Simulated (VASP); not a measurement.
Input of a VASP 6.6.1 run:

File INCAR:

```
SYSTEM = F
  PREC = Accurate
  ENCUT = 520
  EDIFF = 1E-6
  ISMEAR = -1
  SIGMA = 0.0664
  LREAL = .FALSE.
  LASPH = .TRUE.
  NELM = 60
  ALGO = Normal
  ISIF = 2
  LWAVE = .FALSE.
  LCHARG = .FALSE.
  GGA = PE
  NBANDS = 22
```

KPOINTS

```
regular mesh
0
G
  9 4 9
  0 0 0
```

File POSCAR:

```
F
1.0
   -2.3151530000      0.0000000000      1.6621610000
    0.0000000000     -6.1292200000      0.0000000000
    2.3151530000      0.0000000000      1.6621610000
F
4
Direct
    0.1300000000      0.9000000000      0.1300000000
    0.6300000000      0.6000000000      0.6300000000
    0.8700000000      0.1000000000      0.8700000000
    0.3700000000      0.4000000000      0.3700000000
```

Potentials or basis: VASP PAW PBE potentials, release 64 (F).

The run is started by

```console
$ cat potpaw_PBE.64/F/POTCAR > POTCAR
$ mpirun -np 1 vasp_std > vasp.out
```

(1) What does it give for the pressure?

(2) Estimate the largest force.

(3) Predict the band gap on the k mesh.

## Answers

(1) -1.6 GPa.

(2) 1.662 eV/Å.

(3) 2.09 eV (least direct gap 2.12 eV).

Caveat: an odd mesh through Γ misses points on the zone boundary, where band edges can lie; forces of over 1 eV/Å act on the atoms, so gaps and moduli don't describe the material at rest.
